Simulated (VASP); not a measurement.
C: single point with r2SCAN

The system is C.

```
C
1.0
     0.03560    1.78012    1.78012
     1.78012    0.03560    1.78012
     1.81573    1.81573    0.00000
C
2
Direct
  0.00032 0.00032 0.99968
  0.24968 0.24968 0.25032
```

This cell differs from its parent crystal: shear xy strain +4.0%.

```
Program                : VASP 6.6.1
Task                   : single point
Functional             : r2SCAN
Potentials or basis    : VASP PAW PBE potentials, release 64 (C)
Cutoff                 : 520 eV
k mesh                 : 12 × 12 × 12
Occupations            : gaussian, width 0.01 eV
Spin                   : no spin polarisation
Dipole correction      : no
Further INCAR settings : ALGO = Normal; EDIFF = 1e-06; NBANDS = 11
```

The pressure is 2.0 GPa and the largest force is 0.014 eV/Å. The band gap on the k mesh is 4.09 eV, indirect (least direct gap 5.22 eV).

Forces on the atoms (eV/Å):
```
C    0.000  0.000  0.014
C    0.000  0.000 -0.014
```

Stress tensor (GPa, compression positive):
```
  2.31 -23.66   0.00
-23.66   2.31   0.00
  0.00   0.00   1.25
```

Levels at points of the mesh, in eV from the valence-band top:
```
           k point  band 1  band 2  band 3  band 4  band 5  band 6  band 7  band 8  band 9
(0.00, 0.00, 0.00)  -22.83   -0.08   -0.08    0.00    5.22    5.71    6.41   14.03   20.46
(0.50, 0.00, 0.00)  -16.55  -14.18   -3.27   -3.18    8.42    8.44    9.29   16.63   23.17
(0.50, 0.50, 0.00)  -13.92  -13.45   -7.16   -6.30    4.15    5.82   17.85   18.00   24.30
(0.00, 0.00, 0.50)  -17.14  -14.14   -2.87   -2.83    8.50    9.29    9.83   16.76   23.06
(0.50, 0.00, 0.50)  -13.68  -13.68   -6.73   -6.73    4.97    4.97   17.82   17.82   24.77
```

Run time: 120 s on 1 thread of Intel(R) Xeon(R) Platinum 8375C CPU @ 2.90GHz (Ice Lake), on a shared host, peak memory 0.14 GiB.

Caveat: the cell differs from its parent crystal (shear xy strain +4.0%); the PAW data sets were made with another functional, which shifts forces and pressure a little. A k mesh can miss the band edges.
